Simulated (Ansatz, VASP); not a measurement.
One calculation of TiAl3, two programs

```
Ti Al
1.0
     2.83968    0.00000    0.00000
     0.00000    4.68126    0.00000
     0.00000    0.00000    4.90074
Ti Al
1 3
Cartesian
  0.0000 2.3406 0.8131
  1.4198 2.3406 3.2701
  1.4198 0.0000 1.6217
  0.0000 0.0000 4.0965
```

Alike in both runs: task single point; functional r2SCAN; k mesh 16 × 10 × 10; occupations gaussian, width 0.1 eV; no spin polarisation.

|  | VASP | Ansatz |
| --- | --- | --- |
| version | VASP 6.6.1 | Ansatz 0.2.0 |
| potentials or method | VASP PAW PBE potentials, release 64 (Ti_sv, Al), cutoff 520 eV | scalar-relativistic, plane waves, PAW |
| valence electrons in the cell | 21 | 21 |

|  | VASP | Ansatz | Ansatz less VASP |
| --- | --- | --- | --- |
| gap on the k mesh at the Fermi level (eV) | none | none | - |
| pressure (GPa) | -2.2 | -2.2 | +0.08 |
| traceless stress, the component that is largest in VASP (GPa) | -1.42 | -1.41 | +0.006 |
| rms of the force components (eV/Å) | 0.019 | 0.015 | -0.0034 |

VASP's potentials were made for PBE, not for r2SCAN. Atom by atom the forces differ by 0.005 eV/Å (rms over components). A gap of «none» marks a metal or a gap that the smearing closes.
